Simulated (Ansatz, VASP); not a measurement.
**Two plane-wave programs on C**

```xyz
8
Lattice="3.5319 0.0000 0.0000 0.0000 3.5319 0.0000 0.0000 0.0000 3.5319" Properties=species:S:1:pos:R:3 pbc="T T T"
C     0.0000    0.0000    0.0000
C     0.0000    1.7659    1.7659
C     1.7659    0.0000    1.7659
C     1.7659    1.7659    0.0000
C     0.8830    0.8830    0.8830
C     0.8830    2.6489    2.6489
C     2.6489    0.8830    2.6489
C     2.6489    2.6489    0.8830
```

Alike in both runs: functional LDA; k mesh 6 × 6 × 6; no spin polarisation.

Ansatz relaxed the structure, and its values are those at the end. VASP's run is a single point on that final structure, the one shown.

|  | VASP | Ansatz |
| --- | --- | --- |
| version | VASP 6.6.1 | Ansatz 0.2.0 |
| potentials or method | VASP PAW LDA potentials, release 64 (C), cutoff 520 eV | scalar-relativistic, plane waves, PAW |
| occupations | gaussian, width 0.01 eV | fixed |
| valence electrons in the cell | 32 | 32 |

Ansatz gave:

| Property | Result |
| --- | --- |
| gap on the k mesh at the Fermi level (eV) | 4.20 |
| least direct gap on the mesh (eV) | 4.78 |
| pressure (GPa) | 0.0 |

**Question.** Estimate VASP's values.

**Answer.** gap on the k mesh at the Fermi level (eV): 4.20; least direct gap on the mesh (eV): 4.77; pressure (GPa): 1.6.

LDA's correlation is that of Perdew and Zunger in VASP and of Perdew and Wang (1992) in Ansatz.
